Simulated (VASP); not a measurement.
# C: single point with PBE

Crystal: C.

```
C
1.0
     5.01237    0.00000    0.00000
     0.00000    3.94750    0.00000
     0.00000    0.00000    4.74398
C
12
Direct
  0.36861 0.00000 0.00000
  0.13139 0.00000 0.50000
  0.63139 0.00000 0.00000
  0.86861 0.00000 0.50000
  0.66697 0.64001 0.11690
  0.83303 0.35999 0.61690
  0.83303 0.64001 0.38310
  0.66697 0.35999 0.88310
  0.33303 0.35999 0.88310
  0.16697 0.64001 0.38310
  0.16697 0.35999 0.61690
  0.33303 0.64001 0.11690
```

The cell was generated, and may not be a known phase.

```
Program                : VASP 6.6.1
Task                   : single point
Functional             : PBE
Potentials or basis    : VASP PAW PBE potentials, release 64 (C)
Cutoff                 : 520 eV
k mesh                 : 4 × 4 × 4
Occupations            : gaussian, width 0.1 eV
Spin                   : no spin polarisation
Dipole correction      : no
Further INCAR settings : ALGO = Normal; EDIFF = 1e-07; NBANDS = 36
```

| Property | Result |
| --- | --- |
| Pressure | 0.5 GPa |
| Largest force | 0.067 eV/Å |

Forces on the atoms (eV/Å):
```
C   -0.067  0.000  0.000
C    0.067  0.000  0.000
C    0.067  0.000  0.000
C   -0.067  0.000  0.000
C    0.023 -0.013 -0.006
C   -0.023  0.013 -0.006
C   -0.023 -0.013  0.006
C    0.023  0.013  0.006
C   -0.023  0.013  0.006
C    0.023 -0.013  0.006
C    0.023  0.013 -0.006
C   -0.023 -0.013 -0.006
```

Stress tensor (GPa, compression positive):
```
1.00 0.00 0.00
0.00 0.48 0.00
0.00 0.00 0.12
```

It took 100 s on 1 thread of AMD EPYC 7R13 Processor (Zen 3), on a shared host, peak memory 0.19 GiB.

Caveat: this functional lacks dispersion, which binds layers or chains, so the pressure and a relaxed spacing across them are unreliable.
